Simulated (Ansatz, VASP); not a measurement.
**Two plane-wave programs on MgS**

```
CELL_PARAMETERS angstrom
4.06134 0.00000 0.00000
-2.03067 3.51723 0.00000
0.00000 0.00000 6.47489
ATOMIC_POSITIONS crystal
Mg 0.66667 0.33333 0.49575
Mg 0.33333 0.66667 0.99575
S 0.33333 0.66667 0.37924
S 0.66667 0.33333 0.87924
```

Alike in both runs: task single point; functional PBEsol; k mesh 5 × 5 × 3; occupations methfessel-paxton of order 1, width 0.01 eV; no spin polarisation.

|  | VASP | Ansatz |
| --- | --- | --- |
| version | VASP 6.6.1 | Ansatz 0.2.0 |
| potentials or method | VASP PAW PBE potentials, release 64 (Mg, S), cutoff 520 eV | plane waves, PAW |
| valence electrons in the cell | 16 | 32 |

```tsv
	VASP	Ansatz	Ansatz less VASP
pressure (GPa)	-1.5	-1.4	+0.10
traceless stress, the component that is largest in VASP (GPa)	-0.18	-0.18	-0.007
```

VASP's potentials were made for PBE, not for PBEsol. VASP's potentials hold 16 valence electrons a cell and Ansatz's 32, so a difference there can come from the potentials and not from the codes. Ansatz's warnings: stress scf threshold loose, structure snapped to symmetry.
